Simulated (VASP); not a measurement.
A run of VASP 6.6.1 is set up as follows.

Contents of INCAR:

```
SYSTEM = SrHgN
PREC = Accurate
ENCUT = 600
EDIFF = 1E-7
ISMEAR = 0
SIGMA = 0.1
LREAL = .False.
LASPH = .True.
NELM = 100
ALGO = Normal
ISIF = 3
LWAVE = .False.
LCHARG = .False.
GGA = PE
IBRION = 2
NSW = 100
EDIFFG = -0.01
```

File KPOINTS:

```
regular mesh
0
Gamma
  12 12 12
  0 0 0
```

File POSCAR:

```
SrHgN
1.0
    4.2131904129      0.0000000000      0.0000000000
   -2.1065952065      3.6487299286      0.0000000000
    0.0000000000      0.0000000000      4.1830601533
Sr Hg N
1 1 1
Direct
    0.0000000000      0.0000000000      0.0000000000
    0.3333333333      0.6666666667      0.5000000000
    0.6666666667      0.3333333333      0.5000000000
```

Potentials or basis: VASP PAW PBE potentials, release 64 (Sr_sv, Hg, N).

Launch:

```sh
$ cat potpaw_PBE.64/Sr_sv/POTCAR potpaw_PBE.64/Hg/POTCAR potpaw_PBE.64/N/POTCAR > POTCAR
$ mpirun -np 1 vasp_std > vasp.out
```

Question: Estimate the relaxed cell.

Answer: a = 4.203 Å, b = 4.203 Å, c = 4.202 Å, α = 90.00°, β = 90.00°, γ = 120.00°.

Question: Predict the space group after relaxing (to 0.1 Å).

Answer: P-6m2 (No. 187).

Question: Estimate the relaxed volume.

Answer: 21.43 Å³/atom.

Question: What does it give for the band gap on the k mesh?

Answer: Zero (an odd number of electrons rules out a gap without spin polarisation).

Final structure:
```cif
data_structure
_symmetry_space_group_name_H-M 'P 1'
_symmetry_Int_Tables_number 1
_cell_length_a 4.2034
_cell_length_b 4.2034
_cell_length_c 4.2016
_cell_angle_alpha 90.000
_cell_angle_beta 90.000
_cell_angle_gamma 120.000
_cell_volume 64.29
loop_
_atom_site_label
_atom_site_type_symbol
_atom_site_fract_x
_atom_site_fract_y
_atom_site_fract_z
_atom_site_occupancy
Sr1 Sr 0.00000 0.00000 0.00000 1
Hg1 Hg 0.33333 0.66667 0.50000 1
N1 N 0.66667 0.33333 0.50000 1
```

Caveat: spin-orbit coupling is left out, which moves the levels of the heavy elements.
